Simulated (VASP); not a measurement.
Set up this calculation in VASP 6.6.1, as the native input.

```yaml
Task: single point
Functional: LDA
Potentials_or_basis: VASP PAW LDA potentials, release 64 (Na_pv)
Cutoff: 520 eV
k_mesh: 20 × 20 × 20
Occupations: gaussian, width 0.15 eV
Spin: no spin polarisation
Dipole_correction: no
Further_INCAR_settings: ALGO = Fast; EDIFF = 1e-07; NBANDS = 10
```

The structure of Na lies in POSCAR:

```
Na
1.0
   -2.0340999038      2.0340999038      2.2727361466
    2.0340999038     -2.0340999038      2.2727361466
    2.0340999038      2.0340999038     -2.2727361466
Na
1
Direct
    0.0000000000      0.0000000000      0.0000000000
```

This cell differs from its parent crystal: ratio of the length along z to the lengths across it x 0.8, volume and fractional coordinates fixed.

The input as run:

INCAR

```
  PREC = Accurate
  ENCUT = 520
  EDIFF = 1E-7
  ISMEAR = 0
  SIGMA = 0.15
  LREAL = False
  LASPH = True
  NELM = 60
  ALGO = Fast
  ISIF = 2
  LWAVE = False
  LCHARG = False
  GGA = CA
  NBANDS = 10
```

KPOINTS

```
Automatic mesh
0
Gamma
  20 20 20
```

Potentials or basis: VASP PAW LDA potentials, release 64 (Na_pv).

Run with:

```bash
$ cat potpaw_LDA.64/Na_pv/POTCAR > POTCAR
$ mpirun -np 1 vasp_std > vasp.out
```

Results of the run:

```
Pressure               : -0.9 GPa
Band gap on the k mesh : zero (an odd number of electrons rules out a gap without spin polarisation)
```

Run time: 78 s on 1 thread of Intel(R) Xeon(R) 6975P-C (Granite Rapids) (shared host), peak memory 0.28 GiB.
